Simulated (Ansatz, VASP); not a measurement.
**BP in VASP and in Ansatz**

The input INCAR:

```
ALGO     = Normal         # electronic algorithm
EDIFF    = 1E-7           # SCF threshold, eV
ENCUT    = 520            # plane-wave cutoff, eV
GGA      = PE             # functional
ISIF     = 2              # what is computed and relaxed
ISMEAR   = 0              # smearing method
LASPH    = True           # aspherical terms in the spheres
LCHARG   = False          # write CHGCAR
LREAL    = False          # projectors in reciprocal space
LWAVE    = False          # write WAVECAR
NBANDS   = 11             # bands
NELM     = 80             # most SCF steps
PREC     = Accurate       # precision mode
SIGMA    = 0.05           # smearing width, eV
```

Contents of KPOINTS:

```
k-points
0
Gamma
  12 12 12
```

POSCAR

```
BP
1.0
    0.0000000000      2.4204814689      2.2335346211
    2.2335346211      0.0000000000      2.2335346211
    2.2335346211      2.4204814689      0.0000000000
B P
1 1
Direct
    0.0000000000      0.0000000000      0.0000000000
    0.7500000000      0.7500000000      0.7500000000
```

Input for Ansatz:

```yaml
crystal:
  lattice:
    - [0.0, 2.4204814689, 2.2335346211]
    - [2.2335346211, 0.0, 2.2335346211]
    - [2.2335346211, 2.4204814689, 0.0]
  atoms:
    - { symbol: B, position: [0.0, 0.0, 0.0] }
    - { symbol: P, position: [0.75, 0.75, 0.75] }
basis:
  ecutwfc: 520.0
kpoints:
  mp_grid: { grid: [12, 12, 12] }
hamiltonian:
  xc: pbe
scf:
  occupations: { method: gaussian, width: 0.05 }
output:
  forces: true
  stress: true
  eigenvalues: true
```

Alike in both runs: task single point; functional PBE; k mesh 12 × 12 × 12; occupations gaussian, width 0.05 eV; no spin polarisation.

```csv
,VASP,Ansatz
version,VASP 6.6.1,Ansatz 0.2.0
potentials or method,"VASP PAW PBE potentials, release 64 (B, P), cutoff 520 eV","scalar-relativistic, plane waves, PAW"
valence electrons in the cell,8,8
```

```tsv
	VASP	Ansatz	Ansatz less VASP
gap on the k mesh at the Fermi level (eV)	0.68	0.69	+0.004
least direct gap on the mesh (eV)	2.96	2.96	+0.004
pressure (GPa)	-4.3	-4.1	+0.19
traceless stress, the component that is largest in VASP (GPa)	-15.41	-15.39	+0.019
```
